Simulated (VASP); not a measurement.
# SnPb3O8 (P1) in VASP: notebook

SnPb3O8 is run at these levels: PBEsol; tasks: single point.

Program: VASP 6.6.1. These are calculated values, not measurements. Logs are shortened: lines on timing, memory, paths and dates and some standing lists are left out, and cuts for length are marked.

## (1) The cell of the first run

The typed cell holds 12 atoms: a = 4.926 Å, b = 4.926 Å, c = 6.697 Å, α = 90.00°, β = 90.00°, γ = 90.00°.

## (2) Single point, PBEsol

File INCAR:

```
  ALGO = Normal
  EDIFF = 1E-6
  ENCUT = 520
  GGA = PS
  ISIF = 2
  ISMEAR = -1
  LASPH = T
  LCHARG = T
  LELF = T
  LREAL = F
  LVHAR = T
  LWAVE = F
  NBANDS = 64
  NELM = 100
  PREC = Accurate
  SIGMA = 0.05
```

File KPOINTS:

```
Automatic mesh
0
Gamma
  2 2 2
  0.5 0.5 0.5
```

File POSCAR:

```
SnPb3O8
1.0
    4.9264910000      0.0000000000      0.0000000000
    0.0000000000      4.9264910000      0.0000000000
    0.0000000000      0.0000000000      6.6970310000
Pb Sn O
3 1 8
Direct
    0.9998280000      0.0103500000      0.0063250000
    0.0029020000      0.9934200000      0.4892750000
    0.4974260000      0.5045170000      0.2549050000
    0.5058960000      0.5070090000      0.7536810000
    0.3008010000      0.2927420000      0.9988510000
    0.3164820000      0.3191180000      0.4955250000
    0.6879750000      0.6839790000      0.0067520000
    0.6983130000      0.7007270000      0.5102910000
    0.1876910000      0.7961950000      0.2534290000
    0.1937970000      0.7886280000      0.7485020000
    0.8042970000      0.1987720000      0.2497180000
    0.8015650000      0.1889320000      0.7502000000
```

Potentials or basis: VASP PAW PBE potentials, release 64 (Pb_d, Sn_d, O).

The run is started by

```
$ cat potpaw_PBE.64/Pb_d/POTCAR potpaw_PBE.64/Sn_d/POTCAR potpaw_PBE.64/O/POTCAR > POTCAR
$ mpirun -np 1 vasp_std > vasp.out
```

OUTCAR:

```text
EDIFF = 1E-6
   ENCUT = 520
   GGA = PS
   ISIF = 2
   ISMEAR = -1
   LASPH = T
   LREAL = F
   NELM = 100
   PREC = Accurate

 ion  position               nearest neighbor table
   1  1.000  0.010  0.006-   5 2.03  11 2.11  12 2.16   9 2.17   7 2.22  10 2.26   2 3.24   2 3.46
                             3 3.84   4 3.84   3 3.85   4 3.86   3 3.87   4 3.88   3 3.89   4 3.90
   2  0.003  0.993  0.489-   9 2.07   8 2.09  11 2.13  10 2.22   6 2.23  12 2.23   1 3.24   1 3.46
                             3 3.77   3 3.80   3 3.84   4 3.86   3 3.87   4 3.88   4 3.94
   3  0.497  0.505  0.255-   6 2.06   9 2.10   7 2.10  11 2.13   8 2.20   5 2.23   4 3.34   4 3.36
                             2 3.77   2 3.80   1 3.84   2 3.84   1 3.85   1 3.87   2 3.87   1 3.89
   4  0.506  0.507  0.754-  10 2.07   7 2.11   8 2.11  12 2.14   6 2.17   5 2.20   3 3.34   3 3.36
                             1 3.84   2 3.86   1 3.86   2 3.88   1 3.88   1 3.90   2 3.94
   5  0.301  0.293  0.999-   1 2.03   4 2.20   3 2.23
   6  0.316  0.319  0.496-   3 2.06   4 2.17   2 2.23
   7  0.688  0.684  0.007-   3 2.10   4 2.11   1 2.22
   8  0.698  0.701  0.510-   2 2.09   4 2.11   3 2.20
   9  0.188  0.796  0.253-   2 2.07   3 2.10   1 2.17
  10  0.194  0.789  0.749-   4 2.07   2 2.22   1 2.26
  11  0.804  0.199  0.250-   1 2.11   2 2.13   3 2.13
  12  0.802  0.189  0.750-   4 2.14   1 2.16   2 2.23

  LATTYP: Found a simple tetragonal cell.
 ALAT       =     4.9264910000
 C/A-ratio  =     1.3593917050

  Lattice vectors:

 A1 = (   4.9264910000,   0.0000000000,   0.0000000000)
 A2 = (   0.0000000000,   4.9264910000,   0.0000000000)
 A3 = (   0.0000000000,   0.0000000000,   6.6970310000)

Analysis of symmetry for initial positions (statically):
=====================================================================
 Subroutine PRICEL returns:
 Original cell was already a primitive cell.

 Routine SETGRP: Setting up the symmetry group for a
 simple tetragonal supercell.

 Subroutine GETGRP returns: Found  1 space group operations
 (whereof  1 operations were pure point group operations)
 out of a pool of 16 trial point group operations.

The static configuration has the point symmetry C_1 .

Analysis of symmetry for dynamics (positions and initial velocities):
=====================================================================
 Subroutine PRICEL returns:
 Original cell was already a primitive cell.

 Routine SETGRP: Setting up the symmetry group for a
 simple tetragonal supercell.

 Subroutine GETGRP returns: Found  1 space group operations
 (whereof  1 operations were pure point group operations)
 out of a pool of 16 trial point group operations.

The dynamic configuration has the point symmetry C_1 .

 Subroutine INISYM returns: Found  1 space group operations
 (whereof  1 operations are pure point group operations),
 and found     1 'primitive' translations

----------------------------------------------------------------------------------------

                                     Primitive cell

  volume of cell :     162.5390

  direct lattice vectors                    reciprocal lattice vectors
     4.926491000  0.000000000  0.000000000     0.202984234  0.000000000  0.000000000
     0.000000000  4.926491000  0.000000000     0.000000000  0.202984234  0.000000000
     0.000000000  0.000000000  6.697031000     0.000000000  0.000000000  0.149319900

  length of vectors
     4.926491000  4.926491000  6.697031000     0.202984234  0.202984234  0.149319900

  position of ions in fractional coordinates (direct lattice)
     0.999828000  0.010350000  0.006325000
     0.002902000  0.993420000  0.489275000
     0.497426000  0.504517000  0.254905000
     0.505896000  0.507009000  0.753681000
     0.300801000  0.292742000  0.998851000
     0.316482000  0.319118000  0.495525000
     0.687975000  0.683979000  0.006752000
     0.698313000  0.700727000  0.510291000
     0.187691000  0.796195000  0.253429000
     0.193797000  0.788628000  0.748502000
     0.804297000  0.198772000  0.249718000
     0.801565000  0.188932000  0.750200000

  ion indices of the primitive-cell ions
   primitive index   ion index
                 1           1
                 2           2
                 3           3
                 4           4
                 5           5
                 6           6
                 7           7
                 8           8
                 9           9
                10          10
                11          11
                12          12

----------------------------------------------------------------------------------------

 KPOINTS: Automatic mesh

Automatic generation of k-mesh.
 Grid dimensions read from file:
 generate k-points for:    2    2    2

 Generating k-lattice:

  Cartesian coordinates                     Fractional coordinates (reciprocal lattice)
     0.101492117  0.000000000  0.000000000     0.500000000  0.000000000  0.000000000
     0.000000000  0.101492117  0.000000000     0.000000000  0.500000000  0.000000000
     0.000000000  0.000000000  0.074659950     0.000000000  0.000000000  0.500000000

  Length of vectors
     0.101492117  0.101492117  0.074659950

  Shift w.r.t. Gamma in fractional coordinates (k-lattice)
     0.500000000  0.500000000  0.500000000

 Subroutine IBZKPT returns following result:
 ===========================================

 Found      4 irreducible k-points:

 Following reciprocal coordinates:
            Coordinates               Weight
  0.250000  0.250000  0.250000      2.000000
 -0.250000  0.250000  0.250000      2.000000
 -0.250000 -0.250000  0.250000      2.000000
  0.250000 -0.250000  0.250000      2.000000
   k-points           NKPTS =      4   k-points in BZ     NKDIM =      4   number of bands    NBANDS=     64
   number of dos      NEDOS =    301   number of ions     NIONS =     12
   total plane-waves  NPLWV =  80000
   dimension x,y,z NGX =    40 NGY =   40 NGZ =   50
   dimension x,y,z NGXF=    80 NGYF=   80 NGZF=  100
   ions per type =               3   1   8
   NGX,Y,Z   is equivalent  to a cutoff of  13.50, 13.50, 12.41 a.u.
   NGXF,Y,Z  is equivalent  to a cutoff of  27.00, 27.00, 24.82 a.u.
 SYSTEM =  unknown system
   PREC   = accura    normal or accurate (medium, high low for compatibility)
   ISTART =      0    job   : 0-new  1-cont  2-samecut
   ICHARG =      2    charge: 1-file 2-atom 10-const
   ISPIN  =      1    spin polarized calculation?
   LNONCOLLINEAR =      F non collinear calculations
   LSORBIT =      F    spin-orbit coupling
   LASPH  =      T    aspherical Exc in radial PAW
   ENCUT  =  520.0 eV  38.22 Ry    6.18 a.u.   9.16  9.16 12.45*2*pi/ulx,y,z
   NELM   =    100;   NELMIN=  2; NELMDL= -5     # of ELM steps
   EDIFF  = 0.1E-05   stopping-criterion for ELM
   LREAL  =      F    real-space projection
   EDIFFG = 0.1E-04   stopping-criterion for IOM
   NSW    =      0    number of steps for IOM
   IBRION =     -1    ionic relax: 0-MD 1-quasi-New 2-CG
   NFREE  =      0    steps in history (QN), initial steepest desc. (CG)
   ISIF   =      2    stress and relaxation
   ISYM   =      2    0-nonsym 1-usesym 2-fastsym
   POTIM  = 0.5000    time-step for ionic-motion
   TEBEG  =    0.0;   TEEND  =   0.0 temperature during run
   PSTRESS=    0.0 pullay stress
   NELECT =     104.0000    total number of electrons
   NUPDOWN=      -1.0000    fix difference up-down
   EMIN   =  10.00;   EMAX   =-10.00  energy-range for DOS
   EFERMI =   0.00;   METHOD = LEGACY
   ISMEAR =    -1;   SIGMA  =   0.05  broadening in eV -4-tet -1-fermi 0-gaus
   EFERMI_NEDOS =   21; number of points for ismear=-14 and -15
   IALGO  =     38    algorithm
   IMIX   =      4    mixing-type and parameters
     AMIX     =   0.40;   BMIX     =  1.00
     AMIX_MAG =   1.60;   BMIX_MAG =  1.00
  volume/ion in A,a.u.               =      13.54        91.41
  Fermi-wavevector in a.u.,A,eV,Ry     =   1.410696  2.665829 27.076447  1.990063
  Thomas-Fermi vector in A             =   2.532623
   LORBIT       =      0    0 simple, 1 ext, 2 COOP (PROOUT), +10 PAW based schemes
   GGA     = PS    functional components
   LHFCALC =     F    Hartree Fock is set to
   AEXX    =    0.0000 exact exchange contribution
   IVDW    =     0    specifies the selected vdW correction
   LEPSILON=     F    determine dielectric tensor
   LRPA    =     F    only Hartree local field effects (RPA)
 non-spin polarized calculation
  energy-cutoff  :      520.00
  volume of cell :      162.54
 maximum number of plane-waves:      4369
 NGX is ok and might be reduce to    40
   NGX = 19   NGY = 19   NGZ = 25

 number of electron     103.9999987 magnetization

 Free energy of the ion-electron system (eV)
  ---------------------------------------------------
  ext. energy  EPLUGINS =         0.00000000
  ---------------------------------------------------
  free energy    TOTEN  =       -70.28062563 eV

  energy without entropy =      -70.28062563  energy(sigma->0) =      -70.28062563

 E-fermi :   5.4629     XC(G=0): -11.0558

 val. band max:        4.3924173408   @ k =  -0.2500  -0.2500   0.2500
 cond. band min:       6.4997917098   @ k =   0.2500  -0.2500   0.2500
 fundamental gap:      2.1073743690
 Fermi energy:         5.4628933062

 k-point     1 :       0.2500    0.2500    0.2500
  band No.  band energies     occupation
      1     -15.7343      2.00000
      2     -15.7027      2.00000
      3     -15.3652      2.00000
      4     -15.2701      2.00000
      5     -15.2473      2.00000
      6     -13.9409      2.00000
[... 56 lines left out ...]
     63      14.5275      0.00000
     64      14.6358      0.00000

 k-point     2 :      -0.2500    0.2500    0.2500
  band No.  band energies     occupation
      1     -15.7326      2.00000
      2     -15.6882      2.00000
      3     -15.3650      2.00000
      4     -15.2702      2.00000
      5     -15.2475      2.00000
      6     -13.8306      2.00000
[... 56 lines left out ...]
     63      14.5354      0.00000
     64      14.8245      0.00000

 k-point     3 :      -0.2500   -0.2500    0.2500
  band No.  band energies     occupation
      1     -15.7346      2.00000
      2     -15.7028      2.00000
      3     -15.3652      2.00000
      4     -15.2701      2.00000
      5     -15.2473      2.00000
      6     -13.9445      2.00000
[... 56 lines left out ...]
     63      14.6030      0.00000
     64      14.7656      0.00000

 k-point     4 :       0.2500   -0.2500    0.2500
  band No.  band energies     occupation
      1     -15.7325      2.00000
      2     -15.6882      2.00000
      3     -15.3650      2.00000
      4     -15.2702      2.00000
      5     -15.2475      2.00000
      6     -13.8343      2.00000
[... 56 lines left out ...]
     63      14.5307      0.00000
     64      14.6997      0.00000

------------------------ aborting loop because EDIFF is reached ----------------------------------------

  FORCE on cell =-STRESS in cart. coord.  units (eV):
  Direction    XX          YY          ZZ          XY          YZ          ZX
  --------------------------------------------------------------------------------------
  -------------------------------------------------------------------------------------
  Total        2.5284784      1.9981451      2.9934781      0.8714810     -0.4152918     -1.2920139
  in kB       24.9236779     19.6960852     29.5072655      8.5903486     -4.0936082    -12.7356199
  external PRESSURE =      24.7090095 kB  Pullay stress =       0.0000000 kB

 VOLUME and BASIS-vectors are now :
 -----------------------------------------------------------------------------
  energy-cutoff  :      520.00
  volume of cell :      162.54
      direct lattice vectors                 reciprocal lattice vectors
     4.926491000  0.000000000  0.000000000     0.202984234  0.000000000  0.000000000
     0.000000000  4.926491000  0.000000000     0.000000000  0.202984234  0.000000000
     0.000000000  0.000000000  6.697031000     0.000000000  0.000000000  0.149319900

 POSITION                                       TOTAL-FORCE (eV/Angst)
 -----------------------------------------------------------------------------------
      4.92564      0.05099      0.04236        -0.648693     -1.234527     -1.736544
      0.01430      4.89407      3.27669         0.370168      0.998708      2.454270
      2.45056      2.48550      1.70711         0.422319     -0.209799     -0.480718
      2.49229      2.49778      5.04743        -0.117837     -0.566757     -0.081314
      1.48189      1.44219      6.68934         1.612980      1.512597     -0.563539
      1.55915      1.57213      3.31855        -0.460606     -0.626399      1.546312
      3.38930      3.36962      0.04522         0.184369      0.222707     -0.953896
      3.44023      3.45213      3.41743        -0.848675     -0.816309      0.298610
      0.92466      3.92245      1.69722        -0.094501      0.141112     -0.750178
      0.95474      3.88517      5.01274         0.139827      0.023191      0.246338
      3.96236      0.97925      1.67237         0.012203     -0.095780      0.231904
      3.94890      0.93077      5.02411        -0.571553      0.651256     -0.211245
 -----------------------------------------------------------------------------------
    total drift:                                0.000509     -0.000476     -0.000585

  FREE ENERGIE OF THE ION-ELECTRON SYSTEM (eV)
  ---------------------------------------------------
  free  energy   TOTEN  =       -70.2806256329 eV

  energy  without entropy=      -70.2806256309  energy(sigma->0) =      -70.28062563
```

Run time: 77 s. Hardware: 1 thread of Intel Xeon Platinum 8488C (Sapphire Rapids), shared host; peak memory 0.27 GiB.

Results:

| Item | Value |
| --- | --- |
| Free energy | -70.2806 eV |
| Pressure | 2.5 GPa |
| Largest force | 2.675 eV/Å |
| Band gap on the k mesh | 2.11 eV (least direct gap 2.12 eV) |

Forces on the atoms (eV/Å):
```
Pb  -0.649 -1.235 -1.737
Pb   0.370  0.999  2.454
Pb   0.422 -0.210 -0.481
Sn  -0.118 -0.567 -0.081
O    1.613  1.513 -0.564
O   -0.461 -0.626  1.546
O    0.184  0.223 -0.954
O   -0.849 -0.816  0.299
O   -0.095  0.141 -0.750
O    0.140  0.023  0.246
O    0.012 -0.096  0.232
O   -0.572  0.651 -0.211
```

Caveat: the k points lie up to 0.64 Å⁻¹ apart; the PAW data sets were made with another functional, which shifts forces and pressure a little; spin-orbit coupling is left out, which moves the levels of the heavy elements; a shifted mesh leaves out Γ, where band edges can lie. A k mesh can miss the band edges.

[end of part 1 of 2]
